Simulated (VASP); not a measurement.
# GaN (P6_3mc) in VASP: single point with PBE

Aim: the single point of GaN with PBE.

Everything below comes from runs of VASP 6.6.1. Logs are shortened: lines on timing, memory, paths and dates and some standing lists are left out, and cuts for length are marked.

## (1) The cell of the first run

The structure is hexagonal, space group P6_3mc (No. 186). Conventional cell: a = 3.180 Å, b = 3.180 Å, c = 5.166 Å, α = 90.00°, β = 90.00°, γ = 120.00°. Ga (site symmetry 3m) has 4 N at 1.94 to 1.95 Å within 2.6 Å. Within 2.6 Å of N (site symmetry 3m) lie 4 Ga at 1.94 to 1.95 Å.

## (2) Single point, PBE

The input, INCAR:

```
SYSTEM = GaN
PREC = Accurate
ENCUT = 600
EDIFF = 1E-6
ISMEAR = 1
SIGMA = 0.02
LREAL = .False.
LASPH = .True.
NELM = 120
ALGO = Normal
ISIF = 2
LWAVE = .False.
LCHARG = .False.
GGA = PE
NBANDS = 26
GGA_COMPAT = .False.
```

The input, KPOINTS:

```
Automatic mesh
0
Gamma
  7 7 4
  0 0 0
```

The input, POSCAR:

```
GaN
1.0
    3.1800000000      0.0000000000      0.0000000000
   -1.5900000000      2.7539607800      0.0000000000
    0.0000000000      0.0000000000      5.1660000000
Ga N
2 2
Direct
    0.3333333333      0.6666666667      0.0000000000
    0.6666666667      0.3333333333      0.5000000000
    0.3333333333      0.6666666667      0.3750000000
    0.6666666667      0.3333333333      0.8750000000
```

Potentials or basis: VASP PAW PBE potentials, release 64 (Ga_d, N).

Launch:

```
> cat potpaw_PBE.64/Ga_d/POTCAR potpaw_PBE.64/N/POTCAR > POTCAR
> mpirun -np 1 vasp_std > vasp.out
```

OUTCAR:

```text
SYSTEM = GaN
   PREC = Accurate
   ENCUT = 600
   EDIFF = 1E-6
   ISMEAR = 1
   LREAL = .False.
   LASPH = .True.
   NELM = 120
   ISIF = 2
   GGA = PE

 ion  position               nearest neighbor table
   1  0.333  0.667  0.000-   3 1.94   4 1.95   4 1.95   4 1.95
   2  0.667  0.333  0.500-   4 1.94   3 1.95   3 1.95   3 1.95
   3  0.333  0.667  0.375-   1 1.94   2 1.95   2 1.95   2 1.95
   4  0.667  0.333  0.875-   2 1.94   1 1.95   1 1.95   1 1.95

  LATTYP: Found a hexagonal cell.
 ALAT       =     3.1800000000
 C/A-ratio  =     1.6245283019

  Lattice vectors:

 A1 = (   3.1800000000,   0.0000000000,   0.0000000000)
 A2 = (  -1.5900000000,   2.7539607800,   0.0000000000)
 A3 = (   0.0000000000,   0.0000000000,   5.1660000000)

Analysis of symmetry for initial positions (statically):
=====================================================================
 Subroutine PRICEL returns:
 Original cell was already a primitive cell.

 Routine SETGRP: Setting up the symmetry group for a
 hexagonal supercell.

 Subroutine GETGRP returns: Found 12 space group operations
 (whereof  6 operations were pure point group operations)
 out of a pool of 24 trial point group operations.

The static configuration has the point symmetry C_3v.
 The point group associated with its full space group is C_6v.

Analysis of symmetry for dynamics (positions and initial velocities):
=====================================================================
 Subroutine PRICEL returns:
 Original cell was already a primitive cell.

 Routine SETGRP: Setting up the symmetry group for a
 hexagonal supercell.

 Subroutine GETGRP returns: Found 12 space group operations
 (whereof  6 operations were pure point group operations)
 out of a pool of 24 trial point group operations.

The dynamic configuration has the point symmetry C_3v.
 The point group associated with its full space group is C_6v.

 Subroutine INISYM returns: Found 12 space group operations
 (whereof  6 operations are pure point group operations),
 and found     1 'primitive' translations

----------------------------------------------------------------------------------------

                                     Primitive cell

  volume of cell :      45.2417

  direct lattice vectors                    reciprocal lattice vectors
     3.180000000  0.000000000  0.000000000     0.314465409  0.181556689  0.000000000
    -1.590000000  2.753960780  0.000000000     0.000000000  0.363113377  0.000000000
     0.000000000  0.000000000  5.166000000     0.000000000  0.000000000  0.193573364

  length of vectors
     3.180000000  3.179999997  5.166000000     0.363113377  0.363113377  0.193573364

  position of ions in fractional coordinates (direct lattice)
     0.333333333  0.666666667  0.000000000
     0.666666667  0.333333333  0.500000000
     0.333333333  0.666666667  0.375000000
     0.666666667  0.333333333  0.875000000

  ion indices of the primitive-cell ions
   primitive index   ion index
                 1           1
                 2           2
                 3           3
                 4           4

----------------------------------------------------------------------------------------

 KPOINTS: Automatic mesh

Automatic generation of k-mesh.
 Grid dimensions read from file:
 generate k-points for:    7    7    4

 Generating k-lattice:

  Cartesian coordinates                     Fractional coordinates (reciprocal lattice)
     0.044923630  0.025936670  0.000000000     0.142857143  0.000000000  0.000000000
     0.000000000  0.051873340  0.000000000     0.000000000  0.142857143  0.000000000
     0.000000000  0.000000000  0.048393341     0.000000000  0.000000000  0.250000000

  Length of vectors
     0.051873340  0.051873340  0.048393341

  Shift w.r.t. Gamma in fractional coordinates (k-lattice)
     0.000000000  0.000000000  0.000000000

 Subroutine IBZKPT returns following result:
 ===========================================

 Found     24 irreducible k-points:

 Following reciprocal coordinates:
            Coordinates               Weight
  0.000000  0.000000  0.000000      1.000000
  0.142857  0.000000  0.000000      6.000000
  0.285714 -0.000000  0.000000      6.000000
  0.428571 -0.000000  0.000000      6.000000
  0.142857  0.142857  0.000000      6.000000
  0.285714  0.142857  0.000000     12.000000
[... 16 lines left out ...]
  0.428571  0.142857  0.500000      6.000000
  0.285714  0.285714  0.500000      6.000000
   k-points           NKPTS =     24   k-points in BZ     NKDIM =     24   number of bands    NBANDS=     26
   number of dos      NEDOS =    301   number of ions     NIONS =      4
   total plane-waves  NPLWV =  32928
   dimension x,y,z NGX =    28 NGY =   28 NGZ =   42
   dimension x,y,z NGXF=    56 NGYF=   56 NGZF=   84
   ions per type =               2   2
   NGX,Y,Z   is equivalent  to a cutoff of  14.64, 14.64, 13.52 a.u.
   NGXF,Y,Z  is equivalent  to a cutoff of  29.28, 29.28, 27.03 a.u.
 SYSTEM =  GaN
   PREC   = accura    normal or accurate (medium, high low for compatibility)
   ISTART =      0    job   : 0-new  1-cont  2-samecut
   ICHARG =      2    charge: 1-file 2-atom 10-const
   ISPIN  =      1    spin polarized calculation?
   LNONCOLLINEAR =      F non collinear calculations
   LSORBIT =      F    spin-orbit coupling
   LASPH  =      T    aspherical Exc in radial PAW
   ENCUT  =  600.0 eV  44.10 Ry    6.64 a.u.   6.35  6.35 10.32*2*pi/ulx,y,z
   NELM   =    120;   NELMIN=  2; NELMDL= -5     # of ELM steps
   EDIFF  = 0.1E-05   stopping-criterion for ELM
   LREAL  =      F    real-space projection
   EDIFFG = 0.1E-04   stopping-criterion for IOM
   NSW    =      0    number of steps for IOM
   IBRION =     -1    ionic relax: 0-MD 1-quasi-New 2-CG
   NFREE  =      0    steps in history (QN), initial steepest desc. (CG)
   ISIF   =      2    stress and relaxation
   ISYM   =      2    0-nonsym 1-usesym 2-fastsym
   POTIM  = 0.5000    time-step for ionic-motion
   TEBEG  =    0.0;   TEEND  =   0.0 temperature during run
   PSTRESS=    0.0 pullay stress
   NELECT =      36.0000    total number of electrons
   NUPDOWN=      -1.0000    fix difference up-down
   EMIN   =  10.00;   EMAX   =-10.00  energy-range for DOS
   EFERMI =   0.00;   METHOD = LEGACY
   ISMEAR =     1;   SIGMA  =   0.02  broadening in eV -4-tet -1-fermi 0-gaus
   EFERMI_NEDOS =   21; number of points for ismear=-14 and -15
   IALGO  =     38    algorithm
   IMIX   =      4    mixing-type and parameters
     AMIX     =   0.40;   BMIX     =  1.00
     AMIX_MAG =   1.60;   BMIX_MAG =  1.00
  volume/ion in A,a.u.               =      11.31        76.33
  Fermi-wavevector in a.u.,A,eV,Ry     =   1.517036  2.866782 31.312427  2.301398
  Thomas-Fermi vector in A             =   2.626345
   LORBIT       =      0    0 simple, 1 ext, 2 COOP (PROOUT), +10 PAW based schemes
   GGA     = PE    functional components
   LHFCALC =     F    Hartree Fock is set to
   AEXX    =    0.0000 exact exchange contribution
   IVDW    =     0    specifies the selected vdW correction
   LEPSILON=     F    determine dielectric tensor
   LRPA    =     F    only Hartree local field effects (RPA)
 non-spin polarized calculation
 Methfessel and Paxton  Order N= 1 SIGMA  =   0.02
  energy-cutoff  :      600.00
  volume of cell :       45.24
 maximum number of plane-waves:      1536
 NGX is ok and might be reduce to    28
   NGX = 13   NGY = 13   NGZ = 21

 number of electron      35.9999995 magnetization

 Free energy of the ion-electron system (eV)
  ---------------------------------------------------
  ext. energy  EPLUGINS =         0.00000000
  ---------------------------------------------------
  free energy    TOTEN  =       -24.28663738 eV

  energy without entropy =      -24.28664921  energy(sigma->0) =      -24.28664132

 E-fermi :   5.4497     XC(G=0): -11.7221

 val. band max:        5.4328562199   @ k =   0.0000   0.0000   0.0000
 cond. band min:       7.4054003931   @ k =   0.0000   0.0000   0.0000
 fundamental gap:      1.9725441731
 Fermi energy:         5.4496936246

 k-point     1 :       0.0000    0.0000    0.0000
  band No.  band energies     occupation
      1     -10.6381      2.00000
      2      -9.6782      2.00000
      3      -8.0244      2.00000
      4      -8.0029      2.00000
      5      -8.0029      2.00000
      6      -7.9383      2.00000
[... 18 lines left out ...]
     25      17.2023      0.00000
     26      17.2023      0.00000

 k-point     2 :       0.1429    0.0000    0.0000
  band No.  band energies     occupation
      1     -10.4426      2.00000
      2      -9.6303      2.00000
      3      -7.9987      2.00000
      4      -7.9759      2.00000
      5      -7.9445      2.00000
      6      -7.9100      2.00000
[... 18 lines left out ...]
     25      16.8393      0.00000
     26      17.6005      0.00000

 k-point     3 :       0.2857   -0.0000    0.0000
  band No.  band energies     occupation
      1     -10.0191      2.00000
      2      -9.5500      2.00000
      3      -7.9572      2.00000
      4      -7.9372      2.00000
      5      -7.8668      2.00000
      6      -7.8117      2.00000
[... 18 lines left out ...]
     25      16.9343      0.00000
     26      18.4545      0.00000

 k-point     4 :       0.4286   -0.0000    0.0000
  band No.  band energies     occupation
      1      -9.7342      2.00000
      2      -9.5127      2.00000
      3      -7.9530      2.00000
      4      -7.9298      2.00000
      5      -7.8374      2.00000
      6      -7.7852      2.00000
[... 18 lines left out ...]
     25      17.7533      0.00000
     26      18.8659      0.00000
[... 496 lines left out ...]
      1      -9.5883      2.00000
      2      -9.5883      2.00000
      3      -7.9239      2.00000
      4      -7.9239      2.00000
      5      -7.8552      2.00000
      6      -7.8552      2.00000
[... 18 lines left out ...]
     25      17.6070      0.00000
     26      17.6070      0.00000

 k-point    23 :       0.4286    0.1429    0.5000
  band No.  band energies     occupation
      1      -9.5339      2.00000
      2      -9.5339      2.00000
      3      -7.9320      2.00000
      4      -7.9320      2.00000
      5      -7.8423      2.00000
      6      -7.8423      2.00000
[... 18 lines left out ...]
     25      18.0119      0.00000
     26      18.0119      0.00000

 k-point    24 :       0.2857    0.2857    0.5000
  band No.  band energies     occupation
      1      -9.5182      2.00000
      2      -9.5182      2.00000
      3      -7.8946      2.00000
      4      -7.8946      2.00000
      5      -7.8581      2.00000
      6      -7.8581      2.00000
[... 18 lines left out ...]
     25      18.5872      0.00000
     26      18.5872      0.00000

------------------------ aborting loop because EDIFF is reached ----------------------------------------

  FORCE on cell =-STRESS in cart. coord.  units (eV):
  Direction    XX          YY          ZZ          XY          YZ          ZX
  --------------------------------------------------------------------------------------
  -------------------------------------------------------------------------------------
  Total        1.8355725      1.8355725      2.4401718      0.0000000      0.0000000      0.0000000
  in kB       65.0044156     65.0044154     86.4155120      0.0000000      0.0000000      0.0000000
  external PRESSURE =      72.1414477 kB  Pullay stress =       0.0000000 kB

 VOLUME and BASIS-vectors are now :
 -----------------------------------------------------------------------------
  energy-cutoff  :      600.00
  volume of cell :       45.24
      direct lattice vectors                 reciprocal lattice vectors
     3.180000000  0.000000000  0.000000000     0.314465409  0.181556689  0.000000000
    -1.590000000  2.753960780  0.000000000     0.000000000  0.363113377  0.000000000
     0.000000000  0.000000000  5.166000000     0.000000000  0.000000000  0.193573364

 POSITION                                       TOTAL-FORCE (eV/Angst)
 -----------------------------------------------------------------------------------
     -0.00000      1.83597      0.00000        -0.000000      0.000000     -0.134596
      1.59000      0.91799      2.58300         0.000000      0.000000     -0.134596
     -0.00000      1.83597      1.93725         0.000000     -0.000000      0.134596
      1.59000      0.91799      4.52025        -0.000000      0.000000      0.134596
 -----------------------------------------------------------------------------------
    total drift:                               -0.000000     -0.000000     -0.000184

  FREE ENERGIE OF THE ION-ELECTRON SYSTEM (eV)
  ---------------------------------------------------
  free  energy   TOTEN  =       -24.2866373765 eV

  energy  without entropy=      -24.2866492092  energy(sigma->0) =      -24.28664132
```

Wall time 27 s (1 thread of Intel Xeon Platinum 8375C at 2.90GHz (Ice Lake), shared host); peak memory 0.19 GiB.

Results:

```yaml
Free_energy: -24.2866 eV
Pressure: 7.2 GPa
Largest_force: 0.135 eV/Å
Band_gap_on_the_k_mesh: 1.97 eV, direct
```

Forces on the atoms (eV/Å):
```
Ga   0.000  0.000 -0.135
Ga   0.000  0.000 -0.135
N    0.000  0.000  0.135
N    0.000  0.000  0.135
```

Levels at points of the mesh, in eV from the valence-band top:
```
           k point  band 15  band 16  band 17  band 18  band 19  band 20  band 21  band 22
(0.00, 0.00, 0.00)    -1.06    -0.06     0.00     0.00     1.97     4.30     9.26     9.92
(0.00, 0.00, 0.50)    -0.55    -0.55    -0.55    -0.55     4.29     4.29     8.54     8.54
```
